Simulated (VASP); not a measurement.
# Pt (Fm-3m) in VASP: single point with LDA

Aim: the single point of Pt with LDA.

All numbers are computed with VASP 6.6.1; they aren't measurements. Logs are shortened: lines on timing, memory, paths and dates and some standing lists are left out, and cuts for length are marked.

## (1) The cell of the first run

It takes space group Fm-3m (No. 225, cubic). Conventional cell: a = 3.920 Å, b = 3.920 Å, c = 3.920 Å, α = 90.00°, β = 90.00°, γ = 90.00°. Within 3.7 Å of Pt (site symmetry m-3m) lie 12 Pt at 2.77 Å.

## (2) Single point, LDA

INCAR reads:

```
SYSTEM = Pt
PREC = Accurate
ENCUT = 520
EDIFF = 1E-6
ISMEAR = 0
SIGMA = 0.05
LREAL = .FALSE.
LASPH = .TRUE.
NELM = 60
ALGO = Normal
ISIF = 2
LWAVE = .FALSE.
LCHARG = .FALSE.
GGA = CA
NBANDS = 11
```

KPOINTS reads:

```
regular mesh
0
G
  18 18 18
  0 0 0
```

POSCAR reads:

```
Pt
1.0
    0.0000000000      1.9600000000      1.9600000000
    1.9600000000      0.0000000000      1.9600000000
    1.9600000000      1.9600000000      0.0000000000
Pt
1
Direct
    0.0000000000      0.0000000000      0.0000000000
```

Potentials or basis: VASP PAW LDA potentials, release 64 (Pt).

The run is started by

```console
$ cat potpaw_LDA.64/Pt/POTCAR > POTCAR
$ mpirun -np 1 vasp_std > vasp.out
```

OUTCAR:

```text
SYSTEM = Pt
   PREC = Accurate
   ENCUT = 520
   EDIFF = 1E-6
   ISMEAR = 0
   LREAL = .FALSE.
   LASPH = .TRUE.
   NELM = 60
   ISIF = 2
   GGA = CA

 ion  position               nearest neighbor table
   1  0.000  0.000  0.000-

  LATTYP: Found a face centered cubic cell.
 ALAT       =     3.9200000000

  Lattice vectors:

 A1 = (   0.0000000000,   1.9600000000,   1.9600000000)
 A2 = (   1.9600000000,   0.0000000000,   1.9600000000)
 A3 = (   1.9600000000,   1.9600000000,   0.0000000000)

Analysis of symmetry for initial positions (statically):
=====================================================================
 Subroutine PRICEL returns:
 Original cell was already a primitive cell.

 Routine SETGRP: Setting up the symmetry group for a
 face centered cubic supercell.

 Subroutine GETGRP returns: Found 48 space group operations
 (whereof 48 operations were pure point group operations)
 out of a pool of 48 trial point group operations.

The static configuration has the point symmetry O_h .

Analysis of symmetry for dynamics (positions and initial velocities):
=====================================================================
 Subroutine PRICEL returns:
 Original cell was already a primitive cell.

 Routine SETGRP: Setting up the symmetry group for a
 face centered cubic supercell.

 Subroutine GETGRP returns: Found 48 space group operations
 (whereof 48 operations were pure point group operations)
 out of a pool of 48 trial point group operations.

The dynamic configuration has the point symmetry O_h .

 Subroutine INISYM returns: Found 48 space group operations
 (whereof 48 operations are pure point group operations),
 and found     1 'primitive' translations

----------------------------------------------------------------------------------------

                                     Primitive cell

  volume of cell :      15.0591

  direct lattice vectors                    reciprocal lattice vectors
     0.000000000  1.960000000  1.960000000    -0.255102041  0.255102041  0.255102041
     1.960000000  0.000000000  1.960000000     0.255102041 -0.255102041  0.255102041
     1.960000000  1.960000000  0.000000000     0.255102041  0.255102041 -0.255102041

  length of vectors
     2.771858582  2.771858582  2.771858582     0.441849696  0.441849696  0.441849696

  position of ions in fractional coordinates (direct lattice)
     0.000000000  0.000000000  0.000000000

  ion indices of the primitive-cell ions
   primitive index   ion index
                 1           1

----------------------------------------------------------------------------------------

 KPOINTS: regular mesh

Automatic generation of k-mesh.
 Grid dimensions read from file:
 generate k-points for:   18   18   18

 Generating k-lattice:

  Cartesian coordinates                     Fractional coordinates (reciprocal lattice)
    -0.014172336  0.014172336  0.014172336     0.055555556  0.000000000  0.000000000
     0.014172336 -0.014172336  0.014172336     0.000000000  0.055555556  0.000000000
     0.014172336  0.014172336 -0.014172336     0.000000000  0.000000000  0.055555556

  Length of vectors
     0.024547205  0.024547205  0.024547205

  Shift w.r.t. Gamma in fractional coordinates (k-lattice)
     0.000000000  0.000000000  0.000000000

 Subroutine IBZKPT returns following result:
 ===========================================

 Found    195 irreducible k-points:

 Following reciprocal coordinates:
            Coordinates               Weight
  0.000000  0.000000  0.000000      1.000000
  0.055556  0.000000  0.000000      8.000000
  0.111111  0.000000  0.000000      8.000000
  0.166667  0.000000  0.000000      8.000000
  0.222222  0.000000  0.000000      8.000000
  0.277778  0.000000  0.000000      8.000000
[... 16 lines left out ...]
 -0.277778  0.055556  0.000000     24.000000
 -0.222222  0.055556  0.000000     24.000000
 [... further k-points ...]
   k-points           NKPTS =    195   k-points in BZ     NKDIM =    195   number of bands    NBANDS=     11
   number of dos      NEDOS =    301   number of ions     NIONS =      1
   total plane-waves  NPLWV =  13824
   dimension x,y,z NGX =    24 NGY =   24 NGZ =   24
   dimension x,y,z NGXF=    48 NGYF=   48 NGZF=   48
   ions per type =               1
   NGX,Y,Z   is equivalent  to a cutoff of  14.39, 14.39, 14.39 a.u.
   NGXF,Y,Z  is equivalent  to a cutoff of  28.79, 28.79, 28.79 a.u.
 SYSTEM =  Pt
   PREC   = accura    normal or accurate (medium, high low for compatibility)
   ISTART =      0    job   : 0-new  1-cont  2-samecut
   ICHARG =      2    charge: 1-file 2-atom 10-const
   ISPIN  =      1    spin polarized calculation?
   LNONCOLLINEAR =      F non collinear calculations
   LSORBIT =      F    spin-orbit coupling
   LASPH  =      T    aspherical Exc in radial PAW
   ENCUT  =  520.0 eV  38.22 Ry    6.18 a.u.   5.15  5.15  5.15*2*pi/ulx,y,z
   NELM   =     60;   NELMIN=  2; NELMDL= -5     # of ELM steps
   EDIFF  = 0.1E-05   stopping-criterion for ELM
   LREAL  =      F    real-space projection
   EDIFFG = 0.1E-04   stopping-criterion for IOM
   NSW    =      0    number of steps for IOM
   IBRION =     -1    ionic relax: 0-MD 1-quasi-New 2-CG
   NFREE  =      0    steps in history (QN), initial steepest desc. (CG)
   ISIF   =      2    stress and relaxation
   ISYM   =      2    0-nonsym 1-usesym 2-fastsym
   POTIM  = 0.5000    time-step for ionic-motion
   TEBEG  =    0.0;   TEEND  =   0.0 temperature during run
   PSTRESS=    0.0 pullay stress
   NELECT =      10.0000    total number of electrons
   NUPDOWN=      -1.0000    fix difference up-down
   EMIN   =  10.00;   EMAX   =-10.00  energy-range for DOS
   EFERMI =   0.00;   METHOD = LEGACY
   ISMEAR =     0;   SIGMA  =   0.05  broadening in eV -4-tet -1-fermi 0-gaus
   EFERMI_NEDOS =   21; number of points for ismear=-14 and -15
   IALGO  =     38    algorithm
   IMIX   =      4    mixing-type and parameters
     AMIX     =   0.40;   BMIX     =  1.00
     AMIX_MAG =   1.60;   BMIX_MAG =  1.00
  volume/ion in A,a.u.               =      15.06       101.62
  Fermi-wavevector in a.u.,A,eV,Ry     =   1.428265  2.699029 27.755077  2.039941
  Thomas-Fermi vector in A             =   2.548345
   LORBIT       =      0    0 simple, 1 ext, 2 COOP (PROOUT), +10 PAW based schemes
   GGA     = CA    functional components
   LHFCALC =     F    Hartree Fock is set to
   AEXX    =    0.0000 exact exchange contribution
   IVDW    =     0    specifies the selected vdW correction
   LEPSILON=     F    determine dielectric tensor
   LRPA    =     F    only Hartree local field effects (RPA)
 non-spin polarized calculation
 Gauss-broadening in eV      SIGMA  =   0.05
  energy-cutoff  :      520.00
  volume of cell :       15.06
 maximum number of plane-waves:       419
 NGX is ok and might be reduce to    24
   NGX = 11   NGY = 11   NGZ = 11

 number of electron      10.0000000 magnetization

 Free energy of the ion-electron system (eV)
  ---------------------------------------------------
  ext. energy  EPLUGINS =         0.00000000
  ---------------------------------------------------
  free energy    TOTEN  =        -7.49891732 eV

  energy without entropy =       -7.49607498  energy(sigma->0) =       -7.49749615

 E-fermi :  11.1692     XC(G=0): -13.6962

 val. band max:       11.1629428066   @ k =  -0.3333   0.3889   0.1111
 cond. band min:      11.1873626048   @ k =  -0.4444   0.2778   0.0556
 fundamental gap:      0.0244197983
 Fermi energy:        11.1691511670

 k-point     1 :       0.0000    0.0000    0.0000
  band No.  band energies     occupation
      1       0.9051      2.00000
      2       7.3376      2.00000
      3       7.3376      2.00000
      4       7.3376      2.00000
      5       9.5352      2.00000
      6       9.5352      2.00000
      7      25.7864      0.00000
      8      30.7151      0.00000
      9      30.7151      0.00000
     10      30.7151      0.00000
     11      36.1737      0.00000

 k-point     2 :       0.0556    0.0000    0.0000
  band No.  band energies     occupation
      1       1.0299      2.00000
      2       7.2813      2.00000
      3       7.3877      2.00000
      4       7.3877      2.00000
      5       9.5065      2.00000
      6       9.5065      2.00000
      7      25.9829      0.00000
      8      30.0586      0.00000
      9      30.9084      0.00000
     10      30.9084      0.00000
     11      36.9038      0.00000

 k-point     3 :       0.1111    0.0000    0.0000
  band No.  band energies     occupation
      1       1.3931      2.00000
      2       7.1370      2.00000
      3       7.5194      2.00000
      4       7.5194      2.00000
      5       9.4451      2.00000
      6       9.4451      2.00000
      7      26.5189      0.00000
      8      28.6716      0.00000
      9      31.4705      0.00000
     10      31.4705      0.00000
     11      37.7003      0.00000

 k-point     4 :       0.1667    0.0000    0.0000
  band No.  band energies     occupation
      1       1.9547      2.00000
      2       6.9763      2.00000
      3       7.6686      2.00000
      4       7.6686      2.00000
      5       9.4272      2.00000
      6       9.4272      2.00000
      7      27.0630      0.00000
      8      27.2194      0.00000
      9      32.3448      0.00000
     10      32.3448      0.00000
     11      36.0935      0.00000
[... 239 lines left out ...]
 k-point    22 :      -0.3333    0.0556    0.0000
  band No.  band energies     occupation
      1       3.7989      2.00000
      2       7.4466      2.00000
      3       7.5613      2.00000
      4       7.9891      2.00000
      5      10.2178      2.00000
      6      10.9686      2.00000
      7      20.8428      0.00000
      8      26.4723      0.00000
      9      30.7560      0.00000
     10      32.7147      0.00000
     11      35.9548      0.00000

 k-point    23 :      -0.2778    0.0556    0.0000
  band No.  band energies     occupation
      1       3.5080      2.00000
      2       7.1782      2.00000
      3       7.6324      2.00000
      4       7.7058      2.00000
      5       9.7208      2.00000
      6      10.4608      2.00000
      7      22.9149      0.00000
      8      27.1967      0.00000
      9      31.6924      0.00000
     10      34.3342      0.00000
     11      34.5349      0.00000

 k-point    24 :      -0.2222    0.0556    0.0000
  band No.  band energies     occupation
      1       2.9528      2.00000
      2       6.8482      2.00000
      3       7.7392      2.00000
      4       7.8060      2.00000
      5       9.3316      2.00000
      6      10.0186      2.00000
      7      24.8507      0.00000
      8      27.7158      0.00000
      9      32.2028      0.00000
     10      33.6137      0.00000
     11      34.8649      0.00000

 [... further k-points ...]
[... 5 lines left out ...]
  --------------------------------------------------------------------------------------
  -------------------------------------------------------------------------------------
  Total       -0.4930797     -0.4930797     -0.4930797      0.0000000     -0.0000000     -0.0000000
  in kB      -52.4601514    -52.4601514    -52.4601514      0.0000000     -0.0000000     -0.0000000
  external PRESSURE =     -52.4601514 kB  Pullay stress =       0.0000000 kB

 VOLUME and BASIS-vectors are now :
 -----------------------------------------------------------------------------
  energy-cutoff  :      520.00
  volume of cell :       15.06
      direct lattice vectors                 reciprocal lattice vectors
     0.000000000  1.960000000  1.960000000    -0.255102041  0.255102041  0.255102041
     1.960000000  0.000000000  1.960000000     0.255102041 -0.255102041  0.255102041
     1.960000000  1.960000000  0.000000000     0.255102041  0.255102041 -0.255102041

 POSITION                                       TOTAL-FORCE (eV/Angst)
 -----------------------------------------------------------------------------------
      0.00000      0.00000      0.00000         0.000000     -0.000000      0.000000
 -----------------------------------------------------------------------------------
    total drift:                               -0.000000      0.000000      0.000000

  FREE ENERGIE OF THE ION-ELECTRON SYSTEM (eV)
  ---------------------------------------------------
  free  energy   TOTEN  =        -7.4989173198 eV

  energy  without entropy=       -7.4960749826  energy(sigma->0) =       -7.49749615
```

It took 39 s on 1 thread of AMD EPYC 7R13, shared host; peak memory 0.16 GiB.

What came out:

```yaml
Free_energy: -7.4989 eV
Pressure: -5.2 GPa
Band_gap_on_the_k_mesh: zero (band 5 reaches 11.66 eV, above the bottom of band 6 at 9.43 eV)
```

Caveat: spin-orbit coupling is left out, which moves the levels of the heavy elements.
